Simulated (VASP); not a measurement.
# Si in VASP: notebook, part 2 of 2

VASP 6.6.1.

### 5 Single point, PBE-based screened hybrid

File POSCAR:

```
Si
1.0
    3.8313174605      0.0000000000      0.0000000000
   -1.9156587303      3.3180182508      0.0000000000
    0.0000000000      0.0000000000      6.3326220002
Si
4
Direct
    0.6666666667      0.3333333333      0.9369905000
    0.3333333333      0.6666666667      0.4369905000
    0.6666666667      0.3333333333      0.5630095000
    0.3333333333      0.6666666667      0.0630095000
```

File INCAR.step1:

```
PREC     = Accurate       # precision mode
ENCUT    = 520            # plane-wave cutoff, eV
EDIFF    = 1E-5           # SCF threshold, eV
ISMEAR   = -1             # smearing method
SIGMA    = 0.05           # smearing width, eV
LREAL    = F              # projectors in reciprocal space
LASPH    = T              # aspherical terms in the spheres
NELM     = 80             # most SCF steps
ALGO     = Normal         # electronic algorithm
ISIF     = 2              # what is computed and relaxed
LWAVE    = T              # write WAVECAR
GGA      = PE             # functional
NBANDS   = 16             # bands
```

File INCAR.step2:

```
PREC     = Accurate       # precision mode
ENCUT    = 520            # plane-wave cutoff, eV
EDIFF    = 1E-7           # SCF threshold, eV
ISMEAR   = -1             # smearing method
SIGMA    = 0.05           # smearing width, eV
LREAL    = F              # projectors in reciprocal space
LASPH    = T              # aspherical terms in the spheres
NELM     = 80             # most SCF steps
ALGO     = Normal         # electronic algorithm
ISIF     = 2              # what is computed and relaxed
LWAVE    = F              # write WAVECAR
LCHARG   = T              # write CHGCAR
GGA      = PE             # functional
LHFCALC  = T              # exact exchange
AEXX     = 0.25           # exact-exchange fraction
HFSCREEN = 0.2            # screening, 1/A
PRECFOCK = Normal       
LELF     = T              # ELF
LVHAR    = T            
ISTART   = 1            
NBANDS   = 16             # bands
```

File KPOINTS:

```
regular mesh
0
Gamma
  4 4 2
```

Launch:

```
$ cat potpaw_PBE.64/Si/POTCAR > POTCAR
$ cp INCAR.step1 INCAR
$ mpirun -np 1 vasp_std > vasp.out
$ cp INCAR.step2 INCAR
$ mpirun -np 1 vasp_std > vasp.out
```

Wall time 4.6 min (1 thread of AMD EPYC 7R13 (Zen 3), shared host); peak memory 0.25 GiB.

Results (log left out):

```yaml
Free_energy: -24.9646 eV
Pressure: 0.0 GPa
Largest_force: 0.085 eV/Å
Band_gap_on_the_k_mesh: 1.03 eV, indirect (least direct gap 1.76 eV)
```

Forces on the atoms (eV/Å):
```
Si   0.000  0.000  0.085
Si   0.000  0.000  0.085
Si   0.000  0.000 -0.085
Si   0.000  0.000 -0.085
```

Stress tensor (GPa, compression positive):
```
 0.34  0.00  0.00
 0.00  0.34  0.00
 0.00  0.00 -0.83
```

Levels at points of the mesh, in eV from the valence-band top:
| k point | band 5 | band 6 | band 7 | band 8 | band 9 | band 10 | band 11 | band 12 |
| --- | --- | --- | --- | --- | --- | --- | --- | --- |
| (0.00, 0.00, 0.00) | -1.67 | -0.34 | 0.00 | 0.00 | 1.76 | 2.75 | 2.75 | 3.15 |
| (0.50, 0.00, 0.00) | -5.09 | -3.36 | -3.17 | -1.58 | 1.03 | 3.13 | 3.69 | 3.92 |
| (0.00, 0.00, 0.50) | -1.01 | -1.01 | -1.01 | -1.01 | 2.58 | 2.58 | 3.80 | 3.80 |
| (0.50, 0.00, 0.50) | -2.65 | -2.65 | -2.64 | -2.64 | 1.57 | 1.57 | 2.34 | 2.34 |

Caveat: the k points lie up to 0.50 Å⁻¹ apart; the PAW data sets were made with another functional, which shifts forces and pressure a little. A k mesh can miss the band edges.

### 6 Single point, PBE-based screened hybrid

POSCAR is that of step 5.

File INCAR.step1:

```
SYSTEM = Si
PREC     = Accurate       ! precision mode
ENCUT    = 520            ! plane-wave cutoff, eV
EDIFF    = 1E-5           ! SCF threshold, eV
ISMEAR   = -1             ! smearing method
SIGMA    = 0.05           ! smearing width, eV
LREAL    = .False.        ! projectors in reciprocal space
LASPH    = .True.         ! aspherical terms in the spheres
NELM     = 100            ! most SCF steps
ALGO     = Normal         ! electronic algorithm
ISIF     = 2              ! what is computed and relaxed
LWAVE    = .True.         ! write WAVECAR
NBANDS   = 16             ! bands
GGA      = PE             ! functional
```

File INCAR.step2:

```
SYSTEM = Si
PREC     = Accurate       ! precision mode
ENCUT    = 520            ! plane-wave cutoff, eV
EDIFF    = 1E-6           ! SCF threshold, eV
ISMEAR   = -1             ! smearing method
SIGMA    = 0.05           ! smearing width, eV
LREAL    = .False.        ! projectors in reciprocal space
LASPH    = .True.         ! aspherical terms in the spheres
NELM     = 100            ! most SCF steps
ALGO     = Normal         ! electronic algorithm
ISIF     = 2              ! what is computed and relaxed
LWAVE    = .False.        ! write WAVECAR
LCHARG   = .True.         ! write CHGCAR
GGA      = PE             ! functional
LHFCALC  = .True.         ! exact exchange
AEXX     = 0.25           ! exact-exchange fraction
HFSCREEN = 0.3            ! screening, 1/A
PRECFOCK = Normal       
LELF     = .True.         ! ELF
LVHAR    = .True.       
NBANDS   = 16             ! bands
ISTART   = 1
```

File KPOINTS:

```
regular mesh
0
Gamma
  4 4 2
  0 0 0
```

Potentials or basis: VASP PAW PBE potentials, release 64 (Si).

Launch:

```
$ cat potpaw_PBE.64/Si/POTCAR > POTCAR
$ cp INCAR.step1 INCAR
$ mpirun -np 1 vasp_std > vasp.out
$ cp INCAR.step2 INCAR
$ mpirun -np 1 vasp_std > vasp.out
```

Run time: 5.2 min. Hardware: 1 thread of AMD EPYC 7R13 (Zen 3), shared host; peak memory 0.25 GiB.

It converged, with:

```
Free energy            : -24.1698 eV
Pressure               : 0.2 GPa
Largest force          : 0.086 eV/Å
Band gap on the k mesh : 0.85 eV, indirect (least direct gap 1.56 eV)
```

Forces in eV/Å, atoms in the order of the input:
```
Si   0.000  0.000  0.086
Si   0.000  0.000  0.086
Si   0.000  0.000 -0.086
Si   0.000  0.000 -0.086
```

Stress tensor (GPa, compression positive):
```
 0.60  0.00  0.00
 0.00  0.60  0.00
 0.00  0.00 -0.57
```

Levels at points of the mesh, in eV from the valence-band top:
```csv
k point,band 4,band 5,band 6,band 7,band 8,band 9,band 10,band 11,band 12,band 13
"(0.00, 0.00, 0.00)",-1.65,-1.65,-0.35,0.00,0.00,1.56,2.56,2.56,2.95,4.30
"(0.50, 0.00, 0.00)",-6.49,-5.01,-3.31,-3.14,-1.55,0.85,2.93,3.49,3.71,5.18
"(0.00, 0.00, 0.50)",-4.54,-1.00,-1.00,-1.00,-1.00,2.38,2.38,3.59,3.59,3.59
"(0.50, 0.00, 0.50)",-7.91,-2.61,-2.61,-2.61,-2.61,1.38,1.38,2.15,2.15,6.39
```

Caveat: the k points lie up to 0.50 Å⁻¹ apart; the PAW data sets were made with another functional, which shifts forces and pressure a little.

### 7 Overview

```csv
level,k mesh,grid for exact exchange (PRECFOCK),share of exact exchange,screening parameter,gap on the mesh (eV),pressure (GPa),largest force (eV/Å)
PBE,8 × 8 × 4,-,-,-,0.06,1.6,0.99
PBE-based screened hybrid,4 × 4 × 2,Normal,0.25,0.1 1/Å,1.34,-0.3,0.08
PBE-based screened hybrid,4 × 4 × 2,Normal,0.25,0.15 1/Å,1.16,-0.2,0.08
PBE-based screened hybrid,4 × 4 × 2,Normal,0.25,0.2 1/Å,1.03,0.0,0.08
PBE-based screened hybrid,4 × 4 × 2,Normal,0.25,0.3 1/Å,0.85,0.2,0.09
```

Some of these runs hold the atoms at other places in the same cell, which the table doesn't show; runs alike in all that it shows share one row.

Alike in all rows: task single point; potentials or basis VASP PAW PBE potentials, release 64 (Si); no spin polarisation; cell as given; cutoff (eV) 520; smearing fermi-dirac 0.05 eV.

Caveats: some runs use coarse meshes; the PAW data sets were made with another functional, which shifts forces and pressure a little (some runs).

Total energies depend on the potentials used, so only differences within one code and one set of settings carry meaning.
